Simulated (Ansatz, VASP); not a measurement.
One calculation of SnO, two programs

```xyz
2
Lattice="0.0000 2.7082 2.7082 2.7082 0.0000 2.7082 2.7082 2.7082 0.0000" Properties=species:S:1:pos:R:3 pbc="T T T"
Sn    0.0000    0.0000    0.0000
O     1.3541    1.3541    1.3541
```

Alike in both runs: task single point; functional HSE06; k mesh 4 × 4 × 4; occupations fermi-dirac, width 0.02 eV; no spin polarisation.

|  | VASP | Ansatz |
| --- | --- | --- |
| version | VASP 6.6.1 | Ansatz 0.2.0 |
| potentials or method | VASP PAW PBE potentials, release 64 (Sn_d, O) | plane waves, PAW |
| plane-wave cutoff (eV) | 520 | 420 |
| valence electrons in the cell | 20 | 20 |

VASP gave:

- pressure (GPa): -0.7

Q: Estimate Ansatz's values.

A: Pressure (GPa): -0.8.

Ansatz's warnings: filled band counts differ across k points, stress exchange threshold loose, stress scf threshold loose.

The k mesh is coarse, so the values compare programs but aren't converged.
